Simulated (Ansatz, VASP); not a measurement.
# Pb: VASP beside Ansatz

```
Pb
1.0
     1.97779   -6.27396    0.00000
     1.97779    6.27396    0.00000
     0.00000    0.00000    5.23427
Pb
4
Cartesian
  1.9778 5.0443 4.7632
  1.9778 -1.2297 3.0882
  1.9778 -5.0443 0.4711
  1.9778 1.2297 2.1461
```

Alike in both runs: task relaxation of cell and atoms; functional PBEsol; k mesh 4 × 4 × 4; occupations gaussian, width 0.1 eV; no spin polarisation.

|  | VASP | Ansatz |
| --- | --- | --- |
| version | VASP 6.6.1 | Ansatz 0.2.0 |
| potentials or method | VASP PAW PBE potentials, release 64 (Pb_d), cutoff 600 eV | scalar-relativistic, plane waves, PAW |
| valence electrons in the cell | 56 | 56 |

|  | VASP | Ansatz | Ansatz less VASP |
| --- | --- | --- | --- |
| gap on the k mesh at the Fermi level, each at its own relaxed structure (eV) | none | none | - |
| relaxed volume (Å³/atom) | 31.15 | 31.14 | -0.008 |
| relaxed cell length with the largest relative difference (Å) | 5.568 | 5.581 | +0.0131 |

VASP's potentials were made for PBE, not for PBEsol. A gap of «none» marks a metal or a gap that the smearing closes.

The k mesh is coarse, so the values compare programs but aren't converged. Neither program's run includes spin-orbit coupling.
